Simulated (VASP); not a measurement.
# Ru3C (Pm-3m) in VASP: further runs, part 3 of 3

VASP 6.6.1.

## 4. Relaxation of cell and atoms, PBE

This run uses another cell than the first one, of 12.51 Å³/atom, 1.070 times its volume.

Input file INCAR:

```
SYSTEM = Ru3C
PREC = Accurate
ENCUT = 600
EDIFF = 1E-6
ISMEAR = 0
SIGMA = 0.1
LREAL = .False.
LASPH = .True.
NELM = 60
ALGO = Normal
ISIF = 3
LWAVE = .False.
LCHARG = .False.
GGA = PE
IBRION = 2
NSW = 100
EDIFFG = -0.01
```

Input file KPOINTS:

```
regular mesh
0
Gamma
  12 12 12
  0 0 0
```

Input file POSCAR:

```
Ru3C
1.0
    3.6854805734      0.0000000000      0.0000000000
    0.0000000000      3.6854805734      0.0000000000
    0.0000000000      0.0000000000      3.6854805734
Ru C
3 1
Direct
    0.0000000000      0.5000000000      0.5000000000
    0.5000000000      0.0000000000      0.5000000000
    0.5000000000      0.5000000000      0.0000000000
    0.0000000000      0.0000000000      0.0000000000
```

Potentials or basis: VASP PAW PBE potentials, release 64 (Ru_pv, C).

Started as:

```bash
$ cat potpaw_PBE.64/Ru_pv/POTCAR potpaw_PBE.64/C/POTCAR > POTCAR
$ mpirun -np 1 vasp_std > vasp.out
```

OUTCAR:

```text
SYSTEM = Ru3C
   PREC = Accurate
   ENCUT = 600
   EDIFF = 1E-6
   ISMEAR = 0
   LREAL = .False.
   LASPH = .True.
   NELM = 60
   ISIF = 3
   GGA = PE
   IBRION = 2
   NSW = 100
   EDIFFG = -0.01

 ion  position               nearest neighbor table
   1  0.000  0.500  0.500-   2 2.61   3 2.61   4 2.61   3 2.61   4 2.61   2 2.61   4 2.61   4 2.61
                             2 2.61   3 2.61   3 2.61   2 2.61
   2  0.500  0.000  0.500-   1 2.61   3 2.61   4 2.61   3 2.61   4 2.61   1 2.61   3 2.61   3 2.61
                             1 2.61   4 2.61   4 2.61   1 2.61
   3  0.500  0.500  0.000-   1 2.61   2 2.61   4 2.61   1 2.61   2 2.61   2 2.61   4 2.61   2 2.61
                             1 2.61   4 2.61   1 2.61   4 2.61
   4  0.000  0.000  0.000-   1 2.61   2 2.61   3 2.61   1 2.61   2 2.61   1 2.61   3 2.61   1 2.61
                             2 2.61   3 2.61   2 2.61   3 2.61

  LATTYP: Found a simple cubic cell.
 ALAT       =     3.6854805734

  Lattice vectors:

 A1 = (   3.6854805734,   0.0000000000,   0.0000000000)
 A2 = (   0.0000000000,   3.6854805734,   0.0000000000)
 A3 = (   0.0000000000,   0.0000000000,   3.6854805734)

Analysis of symmetry for initial positions (statically):
=====================================================================
 Subroutine PRICEL returns:
 Original cell was already a primitive cell.

 Routine SETGRP: Setting up the symmetry group for a
 simple cubic supercell.

 Subroutine GETGRP returns: Found 48 space group operations
 (whereof 48 operations were pure point group operations)
 out of a pool of 48 trial point group operations.

The static configuration has the point symmetry O_h .

Analysis of symmetry for dynamics (positions and initial velocities):
=====================================================================
 Subroutine PRICEL returns:
 Original cell was already a primitive cell.

 Routine SETGRP: Setting up the symmetry group for a
 simple cubic supercell.

 Subroutine GETGRP returns: Found 48 space group operations
 (whereof 48 operations were pure point group operations)
 out of a pool of 48 trial point group operations.

The dynamic configuration has the point symmetry O_h .

 Subroutine INISYM returns: Found 48 space group operations
 (whereof 48 operations are pure point group operations),
 and found     1 'primitive' translations

----------------------------------------------------------------------------------------

                                     Primitive cell

  volume of cell :      50.0590

  direct lattice vectors                    reciprocal lattice vectors
     3.685480573  0.000000000  0.000000000     0.271335035  0.000000000  0.000000000
     0.000000000  3.685480573  0.000000000     0.000000000  0.271335035  0.000000000
     0.000000000  0.000000000  3.685480573     0.000000000  0.000000000  0.271335035

  length of vectors
     3.685480573  3.685480573  3.685480573     0.271335035  0.271335035  0.271335035

  position of ions in fractional coordinates (direct lattice)
     0.000000000  0.500000000  0.500000000
     0.500000000  0.000000000  0.500000000
     0.500000000  0.500000000  0.000000000
     0.000000000  0.000000000  0.000000000

  ion indices of the primitive-cell ions
   primitive index   ion index
                 1           1
[... 56 lines left out ...]
 [... further k-points ...]
   k-points           NKPTS =     84   k-points in BZ     NKDIM =     84   number of bands    NBANDS=     27
   number of dos      NEDOS =    301   number of ions     NIONS =      4
   total plane-waves  NPLWV =  27000
   dimension x,y,z NGX =    30 NGY =   30 NGZ =   30
   dimension x,y,z NGXF=    60 NGYF=   60 NGZF=   60
   ions per type =               3   1
   NGX,Y,Z   is equivalent  to a cutoff of  13.53, 13.53, 13.53 a.u.
   NGXF,Y,Z  is equivalent  to a cutoff of  27.07, 27.07, 27.07 a.u.
 SYSTEM =  Ru3C
   PREC   = accura    normal or accurate (medium, high low for compatibility)
   ISTART =      0    job   : 0-new  1-cont  2-samecut
   ICHARG =      2    charge: 1-file 2-atom 10-const
   ISPIN  =      1    spin polarized calculation?
   LNONCOLLINEAR =      F non collinear calculations
   LSORBIT =      F    spin-orbit coupling
   LASPH  =      T    aspherical Exc in radial PAW
   ENCUT  =  600.0 eV  44.10 Ry    6.64 a.u.   7.36  7.36  7.36*2*pi/ulx,y,z
   NELM   =     60;   NELMIN=  2; NELMDL= -5     # of ELM steps
   EDIFF  = 0.1E-05   stopping-criterion for ELM
   LREAL  =      F    real-space projection
   EDIFFG = -.1E-01   stopping-criterion for IOM
   NSW    =    100    number of steps for IOM
   IBRION =      2    ionic relax: 0-MD 1-quasi-New 2-CG
   NFREE  =      1    steps in history (QN), initial steepest desc. (CG)
   ISIF   =      3    stress and relaxation
   ISYM   =      2    0-nonsym 1-usesym 2-fastsym
   POTIM  = 0.5000    time-step for ionic-motion
   TEBEG  =    0.0;   TEEND  =   0.0 temperature during run
   PSTRESS=    0.0 pullay stress
   NELECT =      46.0000    total number of electrons
   NUPDOWN=      -1.0000    fix difference up-down
   EMIN   =  10.00;   EMAX   =-10.00  energy-range for DOS
   EFERMI =   0.00;   METHOD = LEGACY
   ISMEAR =     0;   SIGMA  =   0.10  broadening in eV -4-tet -1-fermi 0-gaus
   EFERMI_NEDOS =   21; number of points for ismear=-14 and -15
   IALGO  =     38    algorithm
   IMIX   =      4    mixing-type and parameters
     AMIX     =   0.40;   BMIX     =  1.00
     AMIX_MAG =   1.60;   BMIX_MAG =  1.00
  volume/ion in A,a.u.               =      12.51        84.45
  Fermi-wavevector in a.u.,A,eV,Ry     =   1.591598  3.007684 34.466052  2.533183
  Thomas-Fermi vector in A             =   2.690113
   LORBIT       =      0    0 simple, 1 ext, 2 COOP (PROOUT), +10 PAW based schemes
   GGA     = PE    functional components
   LHFCALC =     F    Hartree Fock is set to
   AEXX    =    0.0000 exact exchange contribution
   IVDW    =     0    specifies the selected vdW correction
   LEPSILON=     F    determine dielectric tensor
   LRPA    =     F    only Hartree local field effects (RPA)
 conjugate gradient relaxation of ions
 non-spin polarized calculation
 Gauss-broadening in eV      SIGMA  =   0.10
  energy-cutoff  :      600.00
  volume of cell :       50.06
 maximum number of plane-waves:      1743
 NGX is ok and might be reduce to    30
   NGX = 15   NGY = 15   NGZ = 15

--------------------------------------- Ionic step        1  -------------------------------------------

 number of electron      45.9999996 magnetization

 Free energy of the ion-electron system (eV)
  ---------------------------------------------------
  ext. energy  EPLUGINS =         0.00000000
  ---------------------------------------------------
  free energy    TOTEN  =       -31.12626548 eV

  energy without entropy =      -31.08859899  energy(sigma->0) =      -31.10743223

------------------------ aborting loop because EDIFF is reached ----------------------------------------

  FORCE on cell =-STRESS in cart. coord.  units (eV):
  Direction    XX          YY          ZZ          XY          YZ          ZX
  --------------------------------------------------------------------------------------
  -------------------------------------------------------------------------------------
  Total       -0.1563407     -0.1563407     -0.1563407     -0.0000000      0.0000000     -0.0000000
  in kB       -5.0038025     -5.0038025     -5.0038025     -0.0000000      0.0000000     -0.0000000
  external PRESSURE =      -5.0038025 kB  Pullay stress =       0.0000000 kB
[... 63 lines left out ...]
--------------------------------------- Ionic step        3  -------------------------------------------

 number of electron      45.9999998 magnetization

 Free energy of the ion-electron system (eV)
  ---------------------------------------------------
  ext. energy  EPLUGINS =         0.00000000
  ---------------------------------------------------
  free energy    TOTEN  =       -31.12641730 eV

  energy without entropy =      -31.08877597  energy(sigma->0) =      -31.10759663

 E-fermi :  11.5350     XC(G=0): -13.5972

 val. band max:       11.5330646091   @ k =   0.1667   0.1667   0.0833
 cond. band min:      11.5351728574   @ k =   0.3333   0.1667   0.0833
 fundamental gap:      0.0021082483
 Fermi energy:        11.5349732055

 k-point     1 :       0.0000    0.0000    0.0000
  band No.  band energies     occupation
      1     -31.8625      2.00000
      2     -31.8625      2.00000
      3     -31.8625      2.00000
      4     -31.2177      2.00000
      5     -31.2177      2.00000
      6     -31.2177      2.00000
[... 709 lines left out ...]
     26      12.1576      0.00000
     27      13.6599      0.00000

 [... further k-points ...]

------------------------ aborting loop because EDIFF is reached ----------------------------------------

  FORCE on cell =-STRESS in cart. coord.  units (eV):
  Direction    XX          YY          ZZ          XY          YZ          ZX
  --------------------------------------------------------------------------------------
  -------------------------------------------------------------------------------------
  Total       -0.0089540     -0.0089540     -0.0089540      0.0000000     -0.0000000     -0.0000000
  in kB       -0.2871387     -0.2871387     -0.2871387      0.0000000     -0.0000000     -0.0000000
  external PRESSURE =      -0.2871387 kB  Pullay stress =       0.0000000 kB
[... 19 lines left out ...]
  FREE ENERGIE OF THE ION-ELECTRON SYSTEM (eV)
  ---------------------------------------------------
  free  energy   TOTEN  =       -31.1264172978 eV

  energy  without entropy=      -31.0887759671  energy(sigma->0) =      -31.10759663

 reached required accuracy - stopping structural energy minimisation
```

OSZICAR:

```text
N       E                     dE             d eps       ncg     rms          rms(c)
DAV:   1     0.554689004519E+03    0.55469E+03   -0.30879E+04  4536   0.207E+03
DAV:   2    -0.100894020719E+02   -0.56478E+03   -0.55440E+03  4692   0.579E+02
DAV:   3    -0.323925505265E+02   -0.22303E+02   -0.21247E+02  6055   0.104E+02
[... 25 lines left out ...]
DAV:   3    -0.311264077090E+02    0.11305E-02   -0.49848E-03  5162   0.327E-01    0.909E-02
DAV:   4    -0.311263911108E+02    0.16598E-04   -0.10764E-03  5139   0.226E-01    0.483E-02
DAV:   5    -0.311264191437E+02   -0.28033E-04   -0.99168E-05  5544   0.599E-02    0.214E-02
DAV:   6    -0.311264164906E+02    0.26531E-05   -0.54581E-05  5306   0.285E-02    0.509E-03
DAV:   7    -0.311264172978E+02   -0.80725E-06   -0.36792E-06  4177   0.127E-02
   3 F= -.31126417E+02 E0= -.31107597E+02  d E =-.151821E-03
```

CONTCAR:

```text
Ru3C
   1.00000000000000
     3.6830896692337789   -0.0000000000000000   -0.0000000000000000
    -0.0000000000000000    3.6830896692337789   -0.0000000000000000
    -0.0000000000000000    0.0000000000000000    3.6830896692337789
  Ru              C
     3     1
Direct
     0.0000000000000000    0.5000000000000000    0.5000000000000000
     0.5000000000000000    0.0000000000000000    0.5000000000000000
     0.5000000000000000    0.5000000000000000    0.0000000000000000
     0.0000000000000000    0.0000000000000000    0.0000000000000000

  0.00000000E+00  0.00000000E+00  0.00000000E+00
  0.00000000E+00  0.00000000E+00  0.00000000E+00
  0.00000000E+00  0.00000000E+00  0.00000000E+00
  0.00000000E+00  0.00000000E+00  0.00000000E+00
```

Run time: 2.1 min. Hardware: 1 thread of Intel Xeon 6975P-C (Granite Rapids), shared host; peak memory 0.26 GiB.

Results:

```yaml
Free_energy: -31.1264 eV
Relaxed_volume: 12.49 Å³/atom
Relaxed_cell: a = 3.683 Å, b = 3.683 Å, c = 3.683 Å, α = 90.00°, β = 90.00°, γ = 90.00°
Space_group_after_relaxing_to_0.05_Å: Pm-3m (No. 221)
Energy_gained_by_relaxing: 0.0 meV/atom
Ionic_steps: 3
Pressure_after_relaxing: 0.0 GPa
Band_gap_on_the_k_mesh: zero (band 23 reaches 12.23 eV, above the bottom of band 24 at 11.23 eV)
```

The path:
```tsv
step	energy change (eV)	largest force (eV/Å)	pressure (GPa)	volume (Å³)
1	0.0000	0.0000	-0.50	50.06
2	0.0004	0.0000	0.96	49.78
3	-0.0002	0.0000	-0.03	49.96
```

Final structure:
```xyz
4
Lattice="3.6831 0.0000 0.0000 0.0000 3.6831 0.0000 0.0000 0.0000 3.6831" Properties=species:S:1:pos:R:3 pbc="T T T"
Ru    0.0000    1.8415    1.8415
Ru    1.8415    0.0000    1.8415
Ru    1.8415    1.8415    0.0000
C     0.0000    0.0000    0.0000
```

## 5. Summary

| task | cell | k mesh | cutoff (eV) | gap on the mesh (eV) | pressure (GPa) |
| --- | --- | --- | --- | --- | --- |
| single point | a = 3.603 Å, 4 atoms | 6 × 6 × 6 | 520 | none | 20.4 |
| single point | a = 3.683 Å, 4 atoms | 12 × 12 × 12 | 520 | none | 0.0 |
| relaxation of cell and atoms | relaxed from a = 3.685 Å, 4 atoms | 12 × 12 × 12 | 600 | none | 0.0 |

Alike in all rows: level PBE; potentials or basis VASP PAW PBE potentials, release 64 (Ru_pv, C); no spin polarisation; smearing gaussian 0.1 eV.

Absolute energies hang on the potentials; compare differences alone.
